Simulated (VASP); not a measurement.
# Ir (I4/mmm) in VASP: a series of runs

The runs below take Ir through single point, with PBE.

Everything below comes from runs of VASP 6.6.1. Logs are shortened: lines on timing, memory, paths and dates and some standing lists are left out, and cuts for length are marked.

## (1) The cell of the first run

The structure is tetragonal, space group I4/mmm (No. 139). The conventional cell has a = 2.543 Å, b = 2.543 Å, c = 4.197 Å, α = 90.00°, β = 90.00°, γ = 90.00°. Ir (site symmetry 4/mmm) has 12 Ir at 2.54 to 2.76 Å within 3.4 Å.

## (2) Single point, PBE (13.57 Å³/atom)

File INCAR:

```
PREC = Accurate ; ENCUT = 520
EDIFF = 1E-6 ; ISMEAR = 0
SIGMA = 0.15 ; LREAL = F
LASPH = T ; NELM = 80
ALGO = Fast ; ISIF = 2
LWAVE = F ; LCHARG = F
GGA = PE ; NBANDS = 10
```

File KPOINTS:

```
regular mesh
0
Gamma
  22 22 22
```

File POSCAR:

```
Ir
1.0
    0.0000000000      1.7980191976      2.0982884036
    1.7980191976      0.0000000000      2.0982884036
    1.7980191976      1.7980191976      0.0000000000
Ir
1
Direct
    0.0000000000      0.0000000000      0.0000000000
```

Potentials or basis: VASP PAW PBE potentials, release 64 (Ir).

The run is started by

```
$ cat potpaw_PBE.64/Ir/POTCAR > POTCAR
$ mpirun -np 1 vasp_std > vasp.out
```

OUTCAR:

```text
PREC = Accurate
   ENCUT = 520
   EDIFF = 1E-6
   ISMEAR = 0
   LREAL = F
   LASPH = T
   NELM = 80
   ISIF = 2
   GGA = PE

 ion  position               nearest neighbor table
   1  0.000  0.000  0.000-

  LATTYP: Found a body centered tetragonal cell.
 ALAT       =     2.5427831347
 C/A-ratio  =     1.6503872273

  Lattice vectors:

 A1 = (  -1.7980191976,   0.0000000000,   2.0982884036)
 A2 = (   1.7980191976,   0.0000000000,   2.0982884036)
 A3 = (   0.0000000000,   1.7980191976,  -2.0982884036)

Analysis of symmetry for initial positions (statically):
=====================================================================
 Subroutine PRICEL returns:
 Original cell was already a primitive cell.

 Routine SETGRP: Setting up the symmetry group for a
 body centered tetragonal supercell.

 Subroutine GETGRP returns: Found 16 space group operations
 (whereof 16 operations were pure point group operations)
 out of a pool of 16 trial point group operations.

The static configuration has the point symmetry D_4h.

Analysis of symmetry for dynamics (positions and initial velocities):
=====================================================================
 Subroutine PRICEL returns:
 Original cell was already a primitive cell.

 Routine SETGRP: Setting up the symmetry group for a
 body centered tetragonal supercell.

 Subroutine GETGRP returns: Found 16 space group operations
 (whereof 16 operations were pure point group operations)
 out of a pool of 16 trial point group operations.

The dynamic configuration has the point symmetry D_4h.

 Subroutine INISYM returns: Found 16 space group operations
 (whereof 16 operations are pure point group operations),
 and found     1 'primitive' translations

----------------------------------------------------------------------------------------

                                     Primitive cell

  volume of cell :      13.5670

  direct lattice vectors                    reciprocal lattice vectors
     0.000000000  1.798019198  2.098288404    -0.278083794  0.278083794  0.238289455
     1.798019198  0.000000000  2.098288404     0.278083794 -0.278083794  0.238289455
     1.798019198  1.798019198  0.000000000     0.278083794  0.278083794 -0.238289455

  length of vectors
     2.763274735  2.763274735  2.542783135     0.459829378  0.459829378  0.459829378

  position of ions in fractional coordinates (direct lattice)
     0.000000000  0.000000000  0.000000000

  ion indices of the primitive-cell ions
   primitive index   ion index
                 1           1

----------------------------------------------------------------------------------------

 KPOINTS: regular mesh

Automatic generation of k-mesh.
 Grid dimensions read from file:
 generate k-points for:   22   22   22

 Generating k-lattice:

  Cartesian coordinates                     Fractional coordinates (reciprocal lattice)
    -0.012640172  0.012640172  0.010831339     0.045454545  0.000000000  0.000000000
     0.012640172 -0.012640172  0.010831339     0.000000000  0.045454545  0.000000000
     0.012640172  0.012640172 -0.010831339     0.000000000  0.000000000  0.045454545

  Length of vectors
     0.020901335  0.020901335  0.020901335

  Shift w.r.t. Gamma in fractional coordinates (k-lattice)
     0.000000000  0.000000000  0.000000000

 Subroutine IBZKPT returns following result:
 ===========================================

 Found    834 irreducible k-points:

 Following reciprocal coordinates:
            Coordinates               Weight
  0.000000  0.000000  0.000000      1.000000
  0.045455  0.000000  0.000000      8.000000
  0.090909  0.000000  0.000000      8.000000
  0.136364  0.000000  0.000000      8.000000
  0.181818  0.000000  0.000000      8.000000
  0.227273  0.000000  0.000000      8.000000
[... 16 lines left out ...]
  0.500000  0.045455  0.000000      8.000000
 -0.454545  0.045455  0.000000      8.000000
 [... further k-points ...]
   k-points           NKPTS =    834   k-points in BZ     NKDIM =    834   number of bands    NBANDS=     10
   number of dos      NEDOS =    301   number of ions     NIONS =      1
   total plane-waves  NPLWV =  11520
   dimension x,y,z NGX =    24 NGY =   24 NGZ =   20
   dimension x,y,z NGXF=    48 NGYF=   48 NGZF=   40
   ions per type =               1
   NGX,Y,Z   is equivalent  to a cutoff of  14.44, 14.44, 13.08 a.u.
   NGXF,Y,Z  is equivalent  to a cutoff of  28.88, 28.88, 26.15 a.u.
 SYSTEM =  unknown system
   PREC   = accura    normal or accurate (medium, high low for compatibility)
   ISTART =      0    job   : 0-new  1-cont  2-samecut
   ICHARG =      2    charge: 1-file 2-atom 10-const
   ISPIN  =      1    spin polarized calculation?
   LNONCOLLINEAR =      F non collinear calculations
   LSORBIT =      F    spin-orbit coupling
   LASPH  =      T    aspherical Exc in radial PAW
   ENCUT  =  520.0 eV  38.22 Ry    6.18 a.u.   5.14  5.14  4.73*2*pi/ulx,y,z
   NELM   =     80;   NELMIN=  2; NELMDL= -5     # of ELM steps
   EDIFF  = 0.1E-05   stopping-criterion for ELM
   LREAL  =      F    real-space projection
   EDIFFG = 0.1E-04   stopping-criterion for IOM
   NSW    =      0    number of steps for IOM
   IBRION =     -1    ionic relax: 0-MD 1-quasi-New 2-CG
   NFREE  =      0    steps in history (QN), initial steepest desc. (CG)
   ISIF   =      2    stress and relaxation
   ISYM   =      2    0-nonsym 1-usesym 2-fastsym
   POTIM  = 0.5000    time-step for ionic-motion
   TEBEG  =    0.0;   TEEND  =   0.0 temperature during run
   PSTRESS=    0.0 pullay stress
   NELECT =       9.0000    total number of electrons
   NUPDOWN=      -1.0000    fix difference up-down
   EMIN   =  10.00;   EMAX   =-10.00  energy-range for DOS
   EFERMI =   0.00;   METHOD = LEGACY
   ISMEAR =     0;   SIGMA  =   0.15  broadening in eV -4-tet -1-fermi 0-gaus
   EFERMI_NEDOS =   21; number of points for ismear=-14 and -15
   IALGO  =     68    algorithm
   IMIX   =      4    mixing-type and parameters
     AMIX     =   0.40;   BMIX     =  1.00
     AMIX_MAG =   1.60;   BMIX_MAG =  1.00
  volume/ion in A,a.u.               =      13.57        91.55
  Fermi-wavevector in a.u.,A,eV,Ry     =   1.427779  2.698112 27.736205  2.038554
  Thomas-Fermi vector in A             =   2.547912
   LORBIT       =      0    0 simple, 1 ext, 2 COOP (PROOUT), +10 PAW based schemes
   GGA     = PE    functional components
   LHFCALC =     F    Hartree Fock is set to
   AEXX    =    0.0000 exact exchange contribution
   IVDW    =     0    specifies the selected vdW correction
   LEPSILON=     F    determine dielectric tensor
   LRPA    =     F    only Hartree local field effects (RPA)
 non-spin polarized calculation
 RMM-DIIS sequential band-by-band and
 Gauss-broadening in eV      SIGMA  =   0.15
  energy-cutoff  :      520.00
  volume of cell :       13.57
 maximum number of plane-waves:       376
 NGX is ok and might be reduce to    24
   NGX = 11   NGY = 11   NGZ =  9

 number of electron       9.0000000 magnetization

 Free energy of the ion-electron system (eV)
  ---------------------------------------------------
  ext. energy  EPLUGINS =         0.00000000
  ---------------------------------------------------
  free energy    TOTEN  =        -8.48452722 eV

  energy without entropy =       -8.47351651  energy(sigma->0) =       -8.47902187

 E-fermi :  11.1231     XC(G=0): -14.2278

 val. band max:       11.1200017361   @ k =   0.3636  -0.0000   0.0000
 cond. band min:      11.1232382746   @ k =   0.2273   0.1364   0.0909
 fundamental gap:      0.0032365385
 Fermi energy:        11.1230924880

 k-point     1 :       0.0000    0.0000    0.0000
  band No.  band energies     occupation
      1      -0.4140      2.00000
      2       5.6076      2.00000
      3       7.9657      2.00000
      4       7.9657      2.00000
      5       8.2171      2.00000
      6      11.2777      0.14501
      7      25.8102      0.00000
      8      28.2248      0.00000
      9      32.9803      0.00000
     10      32.9803      0.00000

 k-point     2 :       0.0455    0.0000    0.0000
  band No.  band energies     occupation
      1      -0.3162      2.00000
      2       5.6445      2.00000
      3       7.9017      2.00000
      4       8.0067      2.00000
      5       8.2254      2.00000
      6      11.2209      0.35639
      7      25.9788      0.00000
      8      28.3106      0.00000
      9      32.3887      0.00000
     10      33.1569      0.00000

 k-point     3 :       0.0909    0.0000    0.0000
  band No.  band energies     occupation
      1      -0.0300      2.00000
      2       5.7450      2.00000
      3       7.6971      2.00000
      4       8.1237      2.00000
      5       8.2952      2.00000
      6      11.0639      1.42302
      7      26.4425      0.00000
      8      28.4644      0.00000
      9      31.4036      0.00000
     10      33.6717      0.00000

 k-point     4 :       0.1364    0.0000    0.0000
  band No.  band energies     occupation
      1       0.4211      2.00000
      2       5.8834      2.00000
      3       7.3885      2.00000
      4       8.2975      2.00000
      5       8.4756      2.00000
      6      10.8457      1.99108
      7      27.0502      0.00000
      8      28.2688      0.00000
      9      31.0133      0.00000
     10      34.4795      0.00000
[... 222 lines left out ...]
 k-point    22 :       0.4545    0.0455    0.0000
  band No.  band energies     occupation
      1       2.7223      2.00000
      2       5.8516      2.00000
      3       8.1730      2.00000
      4       9.5238      2.00000
      5      11.6512      0.00000
      6      12.2687      0.00000
      7      19.9027      0.00000
      8      24.7445      0.00000
      9      31.5990      0.00000
     10      32.9424      0.00000

 k-point    23 :       0.5000    0.0455    0.0000
  band No.  band energies     occupation
      1       2.7138      2.00000
      2       5.8403      2.00000
      3       8.0868      2.00000
      4      10.0122      2.00000
      5      11.6974      0.00000
      6      12.7539      0.00000
      7      19.1753      0.00000
      8      24.5045      0.00000
      9      30.8797      0.00000
     10      32.8016      0.00000

 k-point    24 :      -0.4545    0.0455    0.0000
  band No.  band energies     occupation
      1       2.7201      2.00000
      2       5.8729      2.00000
      3       8.0699      2.00000
      4       9.8424      2.00000
      5      11.6002      0.00001
      6      12.9722      0.00000
      7      19.2434      0.00000
      8      24.5418      0.00000
      9      30.6922      0.00000
     10      33.0450      0.00000

 [... further k-points ...]
[... 5 lines left out ...]
  --------------------------------------------------------------------------------------
  -------------------------------------------------------------------------------------
  Total        4.7898361      4.7898361     -0.6463009      0.0000000     -0.0000000      0.0000000
  in kB      565.6495083    565.6495083    -76.3240664      0.0000000     -0.0000000      0.0000000
  external PRESSURE =     351.6583167 kB  Pullay stress =       0.0000000 kB

 VOLUME and BASIS-vectors are now :
 -----------------------------------------------------------------------------
  energy-cutoff  :      520.00
  volume of cell :       13.57
      direct lattice vectors                 reciprocal lattice vectors
     0.000000000  1.798019198  2.098288404    -0.278083794  0.278083794  0.238289455
     1.798019198  0.000000000  2.098288404     0.278083794 -0.278083794  0.238289455
     1.798019198  1.798019198  0.000000000     0.278083794  0.278083794 -0.238289455

 POSITION                                       TOTAL-FORCE (eV/Angst)
 -----------------------------------------------------------------------------------
      0.00000      0.00000      0.00000         0.000000      0.000000      0.000000
 -----------------------------------------------------------------------------------
    total drift:                                0.000000      0.000000     -0.000000

  FREE ENERGIE OF THE ION-ELECTRON SYSTEM (eV)
  ---------------------------------------------------
  free  energy   TOTEN  =        -8.4845272160 eV

  energy  without entropy=       -8.4735165141  energy(sigma->0) =       -8.47902187
```

It took 41 s on 1 thread of Intel Xeon 6975P-C (Granite Rapids), shared host; peak memory 0.24 GiB.

Results:

| Quantity | Value |
| --- | --- |
| Free energy | -8.4845 eV |
| Pressure | 35.2 GPa |
| Band gap on the k mesh | zero (an odd number of electrons rules out a gap without spin polarisation) |

Caveat: the cell stands under pressure; spin-orbit coupling is left out, which moves the levels of the heavy elements.

## (3) Single point, PBE (13.57 Å³/atom)

File INCAR:

```
PREC     = Accurate       # precision mode
ENCUT    = 520            # plane-wave cutoff, eV
EDIFF    = 1E-6           # SCF threshold, eV
ISMEAR   = 0              # smearing method
SIGMA    = 0.15           # smearing width, eV
LREAL    = F              # projectors in reciprocal space
LASPH    = T              # aspherical terms in the spheres
NELM     = 60             # most SCF steps
ALGO     = Normal         # electronic algorithm
ISIF     = 2              # what is computed and relaxed
LWAVE    = F              # write WAVECAR
LCHARG   = T              # write CHGCAR
GGA      = PE             # functional
LELF     = T              # ELF
LVHAR    = T            
NBANDS   = 10             # bands
```

KPOINTS is that of step 2.

File POSCAR:

```
Ir
1.0
    0.0000000000      2.0275002991      1.6501824934
    2.0275002991      0.0000000000      1.6501824934
    2.0275002991      2.0275002991      0.0000000000
Ir
1
Direct
    0.0000000000      0.0000000000      0.0000000000
```

Potentials or basis: VASP PAW PBE potentials, release 64 (Ir).

The run is started by

```
$ cat potpaw_PBE.64/Ir/POTCAR > POTCAR
$ mpirun -np 1 vasp_std > vasp.out
```

It took 34 s on 1 thread of Intel Xeon 6975P-C (Granite Rapids), shared host; peak memory 0.24 GiB.

The run converged. Its results:

```
Free energy            : -8.3645 eV
Pressure               : 36.1 GPa
Band gap on the k mesh : zero (an odd number of electrons rules out a gap without spin polarisation)
```

Stress tensor (GPa, compression positive):
```
17.19  0.00  0.00
 0.00 17.19  0.00
 0.00  0.00 74.06
```

Levels at points of the mesh, in eV from the Fermi level:
| k point | band 1 | band 2 | band 3 | band 4 | band 5 | band 6 | band 7 | band 8 |
| --- | --- | --- | --- | --- | --- | --- | --- | --- |
| (0.00, 0.00, 0.00) | -11.42 | -4.41 | -4.41 | -2.99 | -2.09 | -0.08 | 15.20 | 18.04 |
| (0.50, 0.00, 0.00) | -8.38 | -5.47 | -2.25 | -0.57 | 0.19 | 2.02 | 8.23 | 13.45 |
| (0.50, 0.50, 0.00) | -8.04 | -7.90 | 1.19 | 1.78 | 1.78 | 5.28 | 9.64 | 9.64 |
| (0.50, 0.00, 0.50) | -8.30 | -7.08 | 0.38 | 0.44 | 0.46 | 2.53 | 9.61 | 12.32 |

Caveat: the cell stands under pressure; spin-orbit coupling is left out, which moves the levels of the heavy elements.

## (4) Single point, PBE (14.26 Å³/atom)

This run uses another cell than the first one, of 14.26 Å³/atom.

File INCAR:

```
SYSTEM = Ir
PREC     = Accurate       ! precision mode
ENCUT    = 520            ! plane-wave cutoff, eV
EDIFF    = 1E-6           ! SCF threshold, eV
ISMEAR   = 0              ! smearing method
SIGMA    = 0.15           ! smearing width, eV
LREAL    = .False.        ! projectors in reciprocal space
LASPH    = .True.         ! aspherical terms in the spheres
NELM     = 60             ! most SCF steps
ALGO     = Normal         ! electronic algorithm
ISIF     = 2              ! what is computed and relaxed
LWAVE    = .False.        ! write WAVECAR
LCHARG   = .False.        ! write CHGCAR
GGA      = PE             ! functional
NBANDS   = 10             ! bands
```

File KPOINTS:

```
Automatic mesh
0
Gamma
  22 22 22
  0 0 0
```

File POSCAR:

```
Ir
1.0
    0.0000000000      2.0264696224      1.7364818194
    2.0264696224      0.0000000000      1.7364818194
    2.0264696224      2.0264696224      0.0000000000
Ir
1
Direct
    0.0000000000      0.0000000000      0.0000000000
```

The run is started by

```
$ cat potpaw_PBE.64/Ir/POTCAR > POTCAR
$ mpirun -np 1 vasp_std > vasp.out
```

Run time: 65 s. Hardware: 1 thread of Intel Xeon Platinum 8259CL at 2.50GHz (Skylake/Cascade Lake), shared host; peak memory 0.24 GiB.

The run converged. Its results:

| Property | Result |
| --- | --- |
| Free energy | -8.6176 eV |
| Pressure | 11.1 GPa |
| Band gap on the k mesh | zero (an odd number of electrons rules out a gap without spin polarisation) |

Stress tensor (GPa, compression positive):
```
-3.80  0.00  0.00
 0.00 -3.80  0.00
 0.00  0.00 40.98
```

Levels at points of the mesh, in eV from the Fermi level:
| k point | band 1 | band 2 | band 3 | band 4 | band 5 | band 6 | band 7 | band 8 | band 9 |
| --- | --- | --- | --- | --- | --- | --- | --- | --- | --- |
| (0.00, 0.00, 0.00) | -10.95 | -4.14 | -4.14 | -2.42 | -2.41 | -0.20 | 14.86 | 18.40 | 18.40 |
| (0.50, 0.00, 0.00) | -7.91 | -4.84 | -2.62 | -0.58 | 0.32 | 1.59 | 7.48 | 13.62 | 18.56 |
| (0.50, 0.50, 0.00) | -7.57 | -7.32 | 0.95 | 1.59 | 1.59 | 4.19 | 9.94 | 9.94 | 13.23 |
| (0.50, 0.00, 0.50) | -7.79 | -6.86 | 0.58 | 0.60 | 0.77 | 2.17 | 9.27 | 12.01 | 13.85 |

Caveat: the cell stands under pressure; spin-orbit coupling is left out, which moves the levels of the heavy elements.

## (5) Overview

| cell | gap on the mesh (eV) | pressure (GPa) |
| --- | --- | --- |
| a = 2.763, b = 2.763, c = 2.543 Å, angles 62.6, 62.6, 54.8°, 1 atom | none | 35.2 |
| a = 2.614, b = 2.614, c = 2.867 Å, angles 56.7, 56.7, 66.5°, 1 atom | none | 36.1 |
| a = 2.669, b = 2.669, c = 2.866 Å, angles 57.5, 57.5, 65.0°, 1 atom | none | 11.1 |

Alike in all rows: task single point; level PBE; potentials or basis VASP PAW PBE potentials, release 64 (Ir); no spin polarisation; k mesh 22 × 22 × 22; cutoff (eV) 520; smearing gaussian 0.15 eV.

Caveats: the cell stands under pressure; spin-orbit coupling is left out, which moves the levels of the heavy elements.

Total energies depend on the potentials used, so only differences within one code and one set of settings carry meaning.
